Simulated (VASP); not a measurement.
AlCo3:

```
Al Co
1.0
     3.57495    0.00000    0.00000
     0.00000    3.57495    0.00000
     0.00000    0.00000    3.57495
Al Co
1 3
Cartesian
  0.0000 0.0000 0.0000
  1.7875 1.7875 0.0000
  1.7875 0.0000 1.7875
  0.0000 1.7875 1.7875
```

| Property | Result |
| --- | --- |
| Program | VASP 6.6.1 |
| Task | relaxation of cell and atoms |
| Functional | PBEsol |
| Potentials or basis | VASP PAW PBE potentials, release 64 (Al, Co) |
| Cutoff | 600 eV |
| k mesh | 12 × 12 × 12 |
| Occupations | gaussian, width 0.1 eV |
| Spin | no spin polarisation |

At the start: pressure -13.5 GPa; volume 11.42 Å³/atom.

Task: Where does the relaxation end?

Result: Over 3 steps the energy falls by 37.0 meV/atom and the volume is 10.63 Å³/atom (-6.9 %); space group Pm-3m (No. 221, to 0.1 Å) before and after.

The path:
```tsv
step	energy change (eV)	largest force (eV/Å)	pressure (GPa)	volume (Å³)
1	0.0000	0.0000	-13.50	45.69
2	0.0136	0.0000	19.00	39.61
3	-0.1480	0.0000	0.06	42.53
```

Final structure:
```xyz
4
Lattice="3.4907 0.0000 0.0000 0.0000 3.4907 0.0000 0.0000 0.0000 3.4907" Properties=species:S:1:pos:R:3 pbc="T T T"
Al    0.0000    0.0000    0.0000
Co    1.7453    1.7453    0.0000
Co    1.7453    0.0000    1.7453
Co    0.0000    1.7453    1.7453
```

Caveat: the PAW data sets were made with another functional, which shifts forces and pressure a little; the run has no spin polarisation, though such a crystal can be magnetic.
